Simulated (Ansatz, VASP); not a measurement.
# One calculation of Sn3Bi2O3, two programs

```
Sn Bi O
1.0
     6.08812    0.00000    0.00000
    -3.04406    5.27247    0.00000
     0.00000    0.00000   10.00799
Sn Bi O
3 2 3
Cartesian
  3.0441 0.0000 0.0000
  -1.5220 2.6362 0.0000
  1.5220 2.6362 0.0000
  0.0000 3.5150 3.9615
  3.0441 1.7575 6.0465
  3.0441 0.0000 5.0040
  -1.5220 2.6362 5.0040
  1.5220 2.6362 5.0040
```

Alike in both runs: functional PBE; k mesh 3 × 3 × 2; occupations gaussian, width 0.15 eV; no spin polarisation.

Ansatz relaxed the structure, and its values are those at the end. VASP's run is a single point on that final structure, the one shown.

```csv
,VASP,Ansatz
version,VASP 6.6.1,Ansatz 0.2.0
potentials or method,"VASP PAW PBE potentials, release 64 (Sn_d, Bi_d, O), cutoff 520 eV","scalar-relativistic, plane waves, PAW"
valence electrons in the cell,90,90
```

Ansatz gave:

```
gap on the k mesh at the Fermi level (eV) : none
pressure (GPa)                            : 0.4
rms of the force components (eV/Å)        : 0.004
```

Estimate VASP's values.

gap on the k mesh at the Fermi level (eV): none; pressure (GPa): 0.4; rms of the force components (eV/Å): 0.027.

A gap of «none» marks a metal or a gap that the smearing closes.

The k mesh is coarse, so the values compare programs but aren't converged. Spin-orbit coupling is off throughout.
